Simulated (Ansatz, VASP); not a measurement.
## Two plane-wave programs on SrO

POSCAR

```
SrO
1.0
    0.0000000000      2.7922805169      2.7922805169
    2.7922805169      0.0000000000      2.7922805169
    2.7922805169      2.7922805169      0.0000000000
Sr O
1 1
Direct
    0.0000000000      0.0000000000      0.0000000000
    0.2500000000      0.2500000000      0.2500000000
```

File INCAR.step1:

```
SYSTEM = SrO
ALGO = Normal ; EDIFF = 1E-5
ENCUT = 660 ; GGA = PE
GGA_COMPAT = .FALSE. ; ISMEAR = 1
LASPH = .TRUE. ; LCHARG = .FALSE.
LREAL = .FALSE. ; LWAVE = .TRUE.
NBANDS = 15 ; NELM = 120
PREC = Accurate ; SIGMA = 0.001
```

The input INCAR.step2:

```
SYSTEM = SrO
ALGO = Normal ; EDIFF = 1E-6
ENCUT = 660 ; GGA_COMPAT = .FALSE.
ISIF = 2 ; ISMEAR = 1
ISTART = 1 ; LASPH = .TRUE.
LCHARG = .TRUE. ; LELF = .TRUE.
LMIXTAU = .TRUE. ; LREAL = .FALSE.
LVHAR = .TRUE. ; LWAVE = .FALSE.
METAGGA = R2SCAN ; NBANDS = 15
NELM = 120 ; PREC = Accurate
SIGMA = 0.001
```

KPOINTS

```
k-points
0
G
  6 6 6
  0 0 0
```

Input for Ansatz:

```yaml
crystal:
  lattice:
    - [0.0, 2.7922805169, 2.7922805169]
    - [2.7922805169, 0.0, 2.7922805169]
    - [2.7922805169, 2.7922805169, 0.0]
  atoms:
    - { symbol: Sr, position: [0.0, 0.0, 0.0] }
    - { symbol: O, position: [0.25, 0.25, 0.25] }
kpoints:
  mp_grid: { grid: [6, 6, 6] }
hamiltonian:
  xc: r2scan
scf:
  occupations: { method: cold, width: 0.001 }
  n_extra_bands: 4
output:
  forces: true
  stress: true
  eigenvalues: true
```

Alike in both runs: task single point; functional r2SCAN; k mesh 6 × 6 × 6; no spin polarisation.

|  | VASP | Ansatz |
| --- | --- | --- |
| version | VASP 6.6.1 | Ansatz 0.2.0 |
| potentials or method | VASP PAW PBE potentials, release 64 (Sr_sv, O) | plane waves |
| plane-wave cutoff (eV) | 660 | 500 |
| occupations | methfessel-paxton of order 1, width 0.001 eV | cold, width 0.001 eV |
| valence electrons in the cell | 16 | 16 |

```csv
,VASP,Ansatz,Ansatz less VASP
gap on the k mesh at the Fermi level (eV),2.91,2.89,-0.016
pressure (GPa),0.4,0.0,-0.36
```

VASP's potentials were made for PBE, not for r2SCAN.
